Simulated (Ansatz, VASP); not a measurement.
One calculation of Al2Cu, two programs

```
CELL_PARAMETERS angstrom
-3.02912 3.02912 2.43865
3.02912 -3.02912 2.43865
3.02912 3.02912 -2.43865
ATOMIC_POSITIONS crystal
Al 0.65845 0.15845 0.81691
Al 0.15845 0.34155 0.50000
Al 0.34155 0.84155 0.18309
Al 0.84155 0.65845 0.50000
Cu 0.25000 0.25000 0.00000
Cu 0.75000 0.75000 0.00000
```

Alike in both runs: functional PBE; k mesh 14 × 14 × 14; occupations gaussian, width 0.3 eV; no spin polarisation.

Ansatz relaxed the structure, and its values are those at the end. VASP's run is a single point on that final structure, the one shown.

|  | VASP | Ansatz |
| --- | --- | --- |
| version | VASP 6.6.1 | Ansatz 0.2.0 |
| potentials or method | VASP PAW PBE potentials, release 64 (Al, Cu) | scalar-relativistic, plane waves, PAW |
| plane-wave cutoff (eV) | 520 | 420 |
| valence electrons in the cell | 34 | 50 |

Ansatz gave:

```
gap on the k mesh at the Fermi level (eV) : none
pressure (GPa)                            : 0.0
```

Question: Which values does VASP return?

Answer: gap on the k mesh at the Fermi level (eV): none; pressure (GPa): 0.1.

A gap of «none» marks a metal or a gap that the smearing closes. With one functional, cell and mesh, what is left measures potentials, basis and numerics. VASP's potentials hold 34 valence electrons a cell and Ansatz's 50, so a difference there can come from the potentials and not from the codes.
